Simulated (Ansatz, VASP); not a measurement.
## One calculation of Cd3S2, two programs

File INCAR:

```
PREC = Accurate
ENCUT = 600
EDIFF = 1E-7
ISMEAR = 0
SIGMA = 0.1
LREAL = False
LASPH = True
NELM = 80
ALGO = Normal
ISIF = 3
LWAVE = False
LCHARG = False
GGA = PE
IBRION = 2
NSW = 90
EDIFFG = -0.04
```

KPOINTS

```
Automatic mesh
0
Gamma
  4 4 4
```

File POSCAR:

```
Cd3S2
1.0
    5.1726026100      0.0000000000      0.0000000000
    0.0000000000      5.1726026100      0.0000000000
    0.0000000000      0.0000000000      5.1726026100
Cd S
3 2
Direct
    0.0000000000      0.5000000000      0.5000000000
    0.5000000000      0.0000000000      0.5000000000
    0.5000000000      0.5000000000      0.0000000000
    0.0000000000      0.0000000000      0.0000000000
    0.5000000000      0.5000000000      0.5000000000
```

Input for Ansatz:

```yaml
crystal:
  lattice:
    - [5.17260261, 0.0, 0.0]
    - [0.0, 5.17260261, 0.0]
    - [0.0, 0.0, 5.17260261]
  atoms:
    - { symbol: Cd, position: [0.0, 0.5, 0.5] }
    - { symbol: Cd, position: [0.5, 0.0, 0.5] }
    - { symbol: Cd, position: [0.5, 0.5, 0.0] }
    - { symbol: S, position: [0.0, 0.0, 0.0] }
    - { symbol: S, position: [0.5, 0.5, 0.5] }
basis:
  ecutwfc: 420
kpoints:
  mp_grid: { grid: [4, 4, 4] }
hamiltonian:
  xc: pbe
scf:
  occupations: { method: gaussian, width: 0.1 }
  lower_state_search: "off"
output:
  forces: true
  stress: true
  eigenvalues: true
relax:
  adjacent_minimum: "off"
  f_tol: 0.04
  max_steps: 70
  cell: { stress_tol: 0.4 }
```

Alike in both runs: task relaxation of cell and atoms; functional PBE; k mesh 4 × 4 × 4; occupations gaussian, width 0.1 eV; no spin polarisation.

```csv
,VASP,Ansatz
version,VASP 6.6.1,Ansatz 0.2.0
potentials or method,"VASP PAW PBE potentials, release 64 (Cd, S), cutoff 600 eV","scalar-relativistic, plane waves, PAW"
valence electrons in the cell,48,72
```

```csv
,VASP,Ansatz,Ansatz less VASP
"gap on the k mesh at the Fermi level, each at its own relaxed structure (eV)",none,none,-
relaxed volume (Å³/atom),27.29,27.21,-0.080
relaxed cell length with the largest relative difference (Å),5.148,5.143,-0.0050
```

A gap of «none» marks a metal or a gap that the smearing closes. VASP's potentials hold 48 valence electrons a cell and Ansatz's 72, so a difference there can come from the potentials and not from the codes.
